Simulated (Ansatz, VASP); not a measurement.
# GdO: VASP beside Ansatz

INCAR

```
  ALGO = Normal
  EDIFF = 1E-6
  ENCUT = 520
  GGA = PE
  ISIF = 2
  ISMEAR = 0
  ISPIN = 2
  LASPH = True
  LCHARG = True
  LDAU = True
  LDAUJ = 0 0
  LDAUL = 3 -1
  LDAUPRINT = 1
  LDAUTYPE = 2
  LDAUU = 6 0
  LELF = True
  LMAXMIX = 6
  LORBIT = 11
  LREAL = False
  LVHAR = True
  LWAVE = False
  MAGMOM = 7.72 0.02
  NBANDS = 23
  NELM = 150
  PREC = Accurate
  SIGMA = 0.05
```

KPOINTS

```
k-points
0
Gamma
  8 8 8
```

The input POSCAR:

```
GdO
1.0
    0.0000000000      2.6986203474      2.6986203474
    2.6986203474      0.0000000000      2.6986203474
    2.6986203474      2.6986203474      0.0000000000
Gd O
1 1
Direct
    0.0000000000      0.0000000000      0.0000000000
    0.2500000000      0.2500000000      0.2500000000
```

Input for Ansatz:

```yaml
crystal:
  lattice:
    - [0.0, 2.6986203474, 2.6986203474]
    - [2.6986203474, 0.0, 2.6986203474]
    - [2.6986203474, 2.6986203474, 0.0]
  atoms:
    - { symbol: Gd, position: [0.0, 0.0, 0.0], spin: 7.73 }
    - { symbol: O, position: [0.25, 0.25, 0.25] }
basis:
  ecutwfc: 420
  ecutrho_ratio: 4
kpoints:
  mp_grid: { grid: [8, 8, 8] }
hamiltonian:
  xc: pbe
  hubbard:
    sites:
      - { species: Gd, l: f, u_eff: 6.0, starting_ns: start.occupation_matrices }
    ns_hold: { iters: 6 }
scf:
  occupations: { method: gaussian, width: 0.05 }
  lower_state_search: "off"
output:
  forces: true
  stress: true
  eigenvalues: true
  populations: true
  hubbard: { sites: [{ species: Gd, l: f }] }
magnetization:
  spin_polarized: true
```

Alike in both runs: task single point; functional PBE; k mesh 8 × 8 × 8; occupations gaussian, width 0.05 eV; collinear spin; Hubbard terms Gd f U = 6.0 eV.

|  | VASP | Ansatz |
| --- | --- | --- |
| version | VASP 6.6.1 | Ansatz 0.2.0 |
| potentials or method | VASP PAW PBE potentials, release 64 (Gd, O), cutoff 520 eV | scalar-relativistic, plane waves, PAW |
| valence electrons in the cell | 24 | 24 |

VASP gave:

| Item | Value |
| --- | --- |
| gap on the k mesh at the Fermi level (eV) | none |
| pressure (GPa) | 0.0 |
| net moment per atom (μB) | 3.97 |
| size of the moment on the site where the two differ most (μB) | 7.07 |

What did Ansatz give for the same quantities?

gap on the k mesh at the Fermi level (eV): none; pressure (GPa): 0.0; net moment per atom (μB): 3.97; size of the moment on the site where the two differ most (μB): 7.02.

Site moments also hang on the region over which each program counts them. The programs project onto different local orbitals, so the same U acts differently, and such runs can settle in different states. A gap of «none» marks a metal or a gap that the smearing closes. Ansatz's warnings: filled band counts differ across k points, stability check not made.

Spin-orbit coupling is off throughout.
